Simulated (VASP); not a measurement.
Here is a VASP 6.6.1 calculation.

The input INCAR:

```
SYSTEM = Mg2TeBr2
ALGO = Normal
EDIFF = 1E-6
ENCUT = 520
GGA = PE
ISIF = 2
ISMEAR = 0
LASPH = .True.
LCHARG = .False.
LREAL = .False.
LWAVE = .False.
NBANDS = 20
NELM = 100
PREC = Accurate
SIGMA = 0.1
```

KPOINTS

```
k-points
0
Gamma
  8 8 6
  0 0 0
```

The input POSCAR:

```
Mg2TeBr2
1.0
    4.6293371861      0.0000000000      0.0000000000
    0.0000000000      4.6293371861      0.0000000000
    0.0000000000      0.0000000000      6.4273204949
Mg Te Br
2 1 2
Direct
    0.0000000000      0.5000000000      0.5000000000
    0.5000000000      0.0000000000      0.5000000000
    0.0000000000      0.0000000000      0.0000000000
    0.5000000000      0.5000000000      0.2531408826
    0.5000000000      0.5000000000      0.7468591174
```

Potentials or basis: VASP PAW PBE potentials, release 64 (Mg, Te, Br).

The run is started by

```bash
$ cat potpaw_PBE.64/Mg/POTCAR potpaw_PBE.64/Te/POTCAR potpaw_PBE.64/Br/POTCAR > POTCAR
$ mpirun -np 1 vasp_std > vasp.out
```

Problem. Predict the band gap on the k mesh.

Solution. Zero (band 12 reaches 3.79 eV, above the bottom of band 13 at 2.70 eV).

Problem. What does it give for the largest force?

Solution. 0.009 eV/Å.

Problem. What does it give for the pressure?

Solution. -0.1 GPa.

Forces on the atoms (eV/Å):
```
Mg   0.000  0.000  0.000
Mg   0.000  0.000  0.000
Te   0.000  0.000  0.000
Br   0.000  0.000  0.009
Br   0.000  0.000 -0.009
```

Caveat: spin-orbit coupling is left out, which moves the levels of the heavy elements.
